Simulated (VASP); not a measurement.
TeMo5, 12 atoms in the cell. The typed cell holds 12 atoms: a = 4.540 Å, b = 4.771 Å, c = 9.175 Å, α = 89.57°, β = 89.36°, γ = 89.78°. 

| Property | Result |
| --- | --- |
| Program | VASP 6.6.1 |
| Task | single point |
| Functional | PBE |
| Potentials or basis | VASP PAW PBE potentials, release 64 (Te, Mo_sv) |
| Cutoff | 520 eV |
| k mesh | 4 × 4 × 2 |
| Occupations | gaussian, width 0.1 eV |
| Spin | no spin polarisation |
| Dipole correction | no |
| Further INCAR settings | ALGO = Fast; EDIFF = 1e-07; NBANDS = 88 |

Potentials or basis: VASP PAW PBE potentials, release 64 (Te, Mo_sv).

Command:

```console
$ cat potpaw_PBE.64/Te/POTCAR potpaw_PBE.64/Mo_sv/POTCAR > POTCAR
$ mpirun -np 1 vasp_std > vasp.out
```

Hardware: 1 thread of Oxide Virtual Turin-like Processor (shared host).

Q: How long does it take, and how much memory?

A: Run time: 9.3 min on 1 thread of Oxide Virtual Turin-like Processor, with other jobs on the host, peak memory 0.4 GiB. Counts: scf iterations 23, k points 20.
